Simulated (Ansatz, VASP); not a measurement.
Given: the input of a run of Ansatz 0.2.0 on Pd.

input.yaml

```yaml
crystal:
  lattice:
    - [-1.572281, 1.572281, 1.572281]
    - [1.572281, -1.572281, 1.572281]
    - [1.572281, 1.572281, -1.572281]
  atoms:
    - { symbol: Pd, position: [0.0, 0.0, 0.0] }
hamiltonian:
  xc: pbe
  pseudopotentials: { kind: paw }
kpoints:
  mp_grid: { grid: [12, 12, 12] }
scf:
  occupations: { method: gaussian, width: 0.028 }
output:
  forces: true
  stress: true
  eigenvalues: true
```

Potentials or basis: Ansatz PAW.

Command:

```bash
$ ansatz run input.yaml --threads 2 --pin off --max-ram 5632MiB --backend cpu --events-out ev --progress --plain --runs-dir out
```

Set up the same calculation for VASP 6.6.1. Potentials there: VASP PAW PBE potentials, release 64 (Pd).

As run (the cutoff follows the program's own potentials):

File INCAR:

```
ALGO = Normal
EDIFF = 1E-6
ENCUT = 520
GGA = PE
ISIF = 2
ISMEAR = 0
LASPH = True
LCHARG = False
LREAL = False
LWAVE = False
NBANDS = 11
NELM = 80
PREC = Accurate
SIGMA = 0.028000000000000004
```

File KPOINTS:

```
k-points
0
Gamma
  12 12 12
```

Contents of POSCAR:

```
Pd
1.0
   -1.5722810000      1.5722810000      1.5722810000
    1.5722810000     -1.5722810000      1.5722810000
    1.5722810000      1.5722810000     -1.5722810000
Pd
1
Direct
    0.0000000000      0.0000000000      0.0000000000
```

Potentials or basis: VASP PAW PBE potentials, release 64 (Pd).

Run with:

```sh
$ cat potpaw_PBE.64/Pd/POTCAR > POTCAR
$ mpirun -np 1 vasp_std > vasp.out
```

Both were run:

|  | VASP | Ansatz | Ansatz less VASP |
| --- | --- | --- | --- |
| gap on the k mesh at the Fermi level (eV) | none | none | - |
| pressure (GPa) | -1.5 | -1.2 | +0.30 |

A gap of «none» marks a metal or a gap that the smearing closes. VASP's potentials hold 10 valence electrons a cell and Ansatz's 18, so a difference there can come from the potentials and not from the codes.
